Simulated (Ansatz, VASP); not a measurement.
## InSb3 in VASP and in Ansatz

INCAR

```
SYSTEM = InSb3
  ALGO = Normal
  EDIFF = 1E-6
  ENCUT = 520
  GGA = PS
  ISIF = 2
  ISMEAR = 0
  IVDW = 12
  LASPH = .True.
  LCHARG = .False.
  LREAL = .False.
  LWAVE = .False.
  NBANDS = 22
  NELM = 100
  PREC = Accurate
  SIGMA = 0.15
```

Contents of KPOINTS:

```
k-points
0
Gamma
  12 12 12
  0 0 0
```

POSCAR

```
InSb3
1.0
    0.0000000000      3.6620664019      3.6620664019
    3.6620664019      0.0000000000      3.6620664019
    3.6620664019      3.6620664019      0.0000000000
In Sb
1 3
Direct
    0.0076869169      0.0076869169     -0.0076869169
    0.2500000000      0.2500000000      0.2500000000
    0.7500000000      0.7500000000      0.7500000000
    0.5000000000      0.5000000000      0.5000000000
```

Input for Ansatz:

```yaml
crystal:
  lattice:
    - [0.0, 3.6620664019, 3.6620664019]
    - [3.6620664019, 0.0, 3.6620664019]
    - [3.6620664019, 3.6620664019, 0.0]
  atoms:
    - { symbol: In, position: [0.0076869169, 0.0076869169, -0.0076869169] }
    - { symbol: Sb, position: [0.25, 0.25, 0.25] }
    - { symbol: Sb, position: [0.75, 0.75, 0.75] }
    - { symbol: Sb, position: [0.5, 0.5, 0.5] }
basis:
  ecutwfc: 420
kpoints:
  mp_grid: { grid: [12, 12, 12] }
hamiltonian:
  xc: pbesol
  dispersion: d3bj
scf:
  occupations: { method: gaussian, width: 0.15 }
output:
  forces: true
  stress: true
  eigenvalues: true
```

Alike in both runs: task single point; functional PBEsol; dispersion D3(BJ); k mesh 12 × 12 × 12; occupations gaussian, width 0.15 eV; no spin polarisation.

|  | VASP | Ansatz |
| --- | --- | --- |
| version | VASP 6.6.1 | Ansatz 0.2.0 |
| potentials or method | VASP PAW PBE potentials, release 64 (In_d, Sb), cutoff 520 eV | scalar-relativistic, plane waves, PAW |
| valence electrons in the cell | 28 | 58 |

|  | VASP | Ansatz | Ansatz less VASP |
| --- | --- | --- | --- |
| gap on the k mesh at the Fermi level (eV) | none | none | - |
| pressure (GPa) | 0.4 | 0.3 | -0.04 |
| rms of the force components (eV/Å) | 0.064 | 0.063 | -0.0004 |

VASP's potentials were made for PBE, not for PBEsol. Atom by atom the forces differ by 0.000 eV/Å (rms over components). A gap of «none» marks a metal or a gap that the smearing closes. VASP's potentials hold 28 valence electrons a cell and Ansatz's 58, so a difference there can come from the potentials and not from the codes.

Neither program's run includes spin-orbit coupling.
